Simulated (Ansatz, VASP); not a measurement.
**TaSi2 in VASP and in Ansatz**

```xyz
9
Lattice="4.8156 0.0000 0.0000 -2.4078 4.1704 0.0000 0.0000 0.0000 6.6135" Properties=species:S:1:pos:R:3 pbc="T T T"
Ta   -1.2039    2.0852    2.2045
Ta    1.2039    2.0852    4.4090
Ta    2.4078    0.0000    0.0000
Si    1.1483    0.6630    2.2045
Si   -1.2595    3.5074    4.4090
Si    2.4078    2.8445    0.0000
Si    1.2595    3.5074    2.2045
Si    3.6673    0.6630    4.4090
Si    0.0000    1.3259    0.0000
```

Alike in both runs: task single point; functional PBEsol; k mesh 7 × 7 × 4; occupations fermi-dirac, width 0.05 eV; no spin polarisation.

```csv
,VASP,Ansatz
version,VASP 6.6.1,Ansatz 0.2.0
potentials or method,"VASP PAW PBE potentials, release 64 (Ta_pv, Si)",Ansatz PAW
plane-wave cutoff (eV),520,420
valence electrons in the cell,57,63
```

```csv
,VASP,Ansatz,Ansatz less VASP
gap on the k mesh at the Fermi level (eV),none,none,-
pressure (GPa),-5.6,-5.8,-0.26
"traceless stress, the component that is largest in VASP (GPa)",0.32,0.26,-0.061
rms of the force components (eV/Å),0.027,0.028,+0.0010
```

VASP's potentials were made for PBE, not for PBEsol. Atom by atom the forces differ by 0.001 eV/Å (rms over components). A gap of «none» marks a metal or a gap that the smearing closes. With one functional, cell and mesh, what is left measures potentials, basis and numerics. VASP's potentials hold 57 valence electrons a cell and Ansatz's 63, so a difference there can come from the potentials and not from the codes.

Neither program's run includes spin-orbit coupling.
